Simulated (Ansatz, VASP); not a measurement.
## One calculation of SrO, two programs

INCAR

```
PREC = Accurate ; ENCUT = 600
EDIFF = 1E-7 ; ISMEAR = 0
SIGMA = 0.02 ; LREAL = False
LASPH = True ; NELM = 120
ALGO = Normal ; ISIF = 3
LWAVE = False ; LCHARG = False
GGA = RP ; IBRION = 2
NSW = 100 ; EDIFFG = -0.002
GGA_COMPAT = False ; NELMIN = 4
```

Contents of KPOINTS:

```
Automatic mesh
0
Gamma
  6 6 6
```

Contents of POSCAR:

```
SrO
1.0
    0.0000000000      2.5806600000      2.5806600000
    2.5806600000      0.0000000000      2.5806600000
    2.5806600000      2.5806600000      0.0000000000
Sr O
1 1
Direct
    0.0000000000      0.0000000000      0.0000000000
    0.5000000000      0.5000000000      0.5000000000
```

Input for Ansatz:

```yaml
crystal:
  lattice:
    - [0.0, 2.58066, 2.58066]
    - [2.58066, 0.0, 2.58066]
    - [2.58066, 2.58066, 0.0]
  atoms:
    - { symbol: Sr, position: [0.0, 0.0, 0.0] }
    - { symbol: O, position: [0.5, 0.5, 0.5] }
basis:
  ecutwfc: 420
kpoints:
  mp_grid: { grid: [6, 6, 6] }
hamiltonian:
  xc: rpbe
  pseudopotentials: { kind: paw, azcp: { folder: soft_1 } }
scf:
  occupations: { method: gaussian, width: 0.02 }
output:
  forces: true
  stress: true
  eigenvalues: true
relax:
  adjacent_minimum: "off"
  f_tol: 0.002
  max_steps: 80
  cell: { stress_tol: 0.02 }
```

Alike in both runs: task relaxation of cell and atoms; functional RPBE; k mesh 6 × 6 × 6; occupations gaussian, width 0.02 eV; no spin polarisation.

|  | VASP | Ansatz |
| --- | --- | --- |
| version | VASP 6.6.1 | Ansatz 0.2.0 |
| potentials or method | VASP PAW PBE potentials, release 64 (Sr_sv, O), cutoff 600 eV | scalar-relativistic, plane waves, PAW |
| valence electrons in the cell | 16 | 16 |

Ansatz gave:

- gap on the k mesh at the Fermi level, each at its own relaxed structure (eV): 3.45
- relaxed volume (Å³/atom): 18.16
- relaxed cell length with the largest relative difference (Å): 3.717

Task: Which values does VASP return?

Result: gap on the k mesh at the Fermi level, each at its own relaxed structure (eV): 3.41; relaxed volume (Å³/atom): 18.25; relaxed cell length with the largest relative difference (Å): 3.723.

VASP's potentials were made for PBE, not for RPBE.
